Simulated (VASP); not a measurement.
Write the native input for VASP 6.6.1 that does the following.

```yaml
Task: single point
Functional: PBE
Potentials_or_basis: VASP PAW PBE potentials, release 64 (Ta_pv, Cu)
Cutoff: 520 eV
k_mesh: 16 × 16 × 16
Occupations: gaussian, width 0.1 eV
Spin: no spin polarisation
Dipole_correction: no
Further_INCAR_settings: ALGO = Fast; EDIFF = 1e-07; NBANDS = 30
```

The structure of Ta3Cu lies in POSCAR:

```
Ta3Cu
1.0
   -2.0098424580      2.0098424580      4.2044223232
    2.0098424580     -2.0098424580      4.2044223232
    2.0098424580      2.0098424580     -4.2044223232
Ta Cu
3 1
Direct
    0.7500000000      0.2500000000      0.5000000000
    0.2500000000      0.7500000000      0.5000000000
    0.5000000000      0.5000000000      0.0000000000
    0.0000000000      0.0000000000      0.0000000000
```

These files were run (other wordings do the same):

INCAR

```
SYSTEM = Ta3Cu
ALGO = Fast ; EDIFF = 1E-7
ENCUT = 520 ; GGA = PE
ISIF = 2 ; ISMEAR = 0
LASPH = .TRUE. ; LCHARG = .FALSE.
LREAL = .FALSE. ; LWAVE = .FALSE.
NBANDS = 30 ; NELM = 100
PREC = Accurate ; SIGMA = 0.1
```

KPOINTS

```
k-points
0
G
  16 16 16
  0 0 0
```

Potentials or basis: VASP PAW PBE potentials, release 64 (Ta_pv, Cu).

Launch:

```console
$ cat potpaw_PBE.64/Ta_pv/POTCAR potpaw_PBE.64/Cu/POTCAR > POTCAR
$ mpirun -np 1 vasp_std > vasp.out
```

Results of the run:

```yaml
Pressure: 0.2 GPa
Band_gap_on_the_k_mesh: zero (bands 22 and 23 overlap by 1.20 eV)
```

Caveat: spin-orbit coupling is left out, which moves the levels of the heavy elements.

Wall time 27 min on 1 thread of Intel(R) Xeon(R) Platinum 8488C (Sapphire Rapids), with other jobs on the host, peak memory 0.73 GiB.
